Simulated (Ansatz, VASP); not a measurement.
**One calculation of WSe2, two programs**

Contents of INCAR:

```
  PREC = Accurate
  ENCUT = 520
  EDIFF = 1E-6
  ISMEAR = 0
  SIGMA = 0.05
  LREAL = False
  LASPH = True
  NELM = 60
  ALGO = Normal
  ISIF = 2
  LWAVE = False
  LCHARG = False
  GGA = PS
  NBANDS = 35
```

The input KPOINTS:

```
regular mesh
0
Gamma
  12 12 2
```

The input POSCAR:

```
WSe2
1.0
    3.7612061776      0.0000000000      0.0000000000
   -1.8806030888      2.4075696382      0.0000000000
    0.0000000000      0.0000000000     23.9834862109
W Se
2 4
Direct
    0.6666666667      0.3333333333      0.1376486583
    0.3333333333      0.6666666667      0.8623513417
    0.3333333333      0.6666666667      0.2073654518
    0.6666666667      0.3333333333      0.9321646899
    0.3333333333      0.6666666667      0.0678353101
    0.6666666667      0.3333333333      0.7926345482
```

Input for Ansatz:

```yaml
crystal:
  lattice:
    - [3.7612061776, 0.0, 0.0]
    - [-1.8806030888, 2.4075696382, 0.0]
    - [0.0, 0.0, 23.9834862109]
  atoms:
    - { symbol: W, position: [0.6666666667, 0.3333333333, 0.1376486583] }
    - { symbol: W, position: [0.3333333333, 0.6666666667, 0.8623513417] }
    - { symbol: Se, position: [0.3333333333, 0.6666666667, 0.2073654518] }
    - { symbol: Se, position: [0.6666666667, 0.3333333333, 0.9321646899] }
    - { symbol: Se, position: [0.3333333333, 0.6666666667, 0.0678353101] }
    - { symbol: Se, position: [0.6666666667, 0.3333333333, 0.7926345482] }
basis:
  ecutwfc: 420
kpoints:
  mp_grid: { grid: [12, 12, 2] }
hamiltonian:
  xc: pbesol
scf:
  occupations: { method: gaussian, width: 0.05 }
output:
  forces: true
  stress: true
  eigenvalues: true
```

Change from the starting cell: strain +0.1500 x Voigt [1, -1, 0, 0, 0, 0], atoms carried along.

Alike in both runs: task single point; functional PBEsol; k mesh 12 × 12 × 2; occupations gaussian, width 0.05 eV; no spin polarisation.

|  | VASP | Ansatz |
| --- | --- | --- |
| version | VASP 6.6.1 | Ansatz 0.2.0 |
| potentials or method | VASP PAW PBE potentials, release 64 (W_sv, Se), cutoff 520 eV | scalar-relativistic, plane waves, PAW |
| valence electrons in the cell | 52 | 92 |

|  | VASP | Ansatz | Ansatz less VASP |
| --- | --- | --- | --- |
| gap on the k mesh at the Fermi level (eV) | 0.53 | 0.54 | +0.008 |
| least direct gap on the mesh (eV) | 0.77 | 0.78 | +0.006 |
| rms of the force components (eV/Å) | 1.610 | 1.586 | -0.0240 |

VASP's potentials were made for PBE, not for PBEsol. Atom by atom the forces differ by 0.038 eV/Å (rms over components). VASP's potentials hold 52 valence electrons a cell and Ansatz's 92, so a difference there can come from the potentials and not from the codes.

Spin-orbit coupling is off throughout.
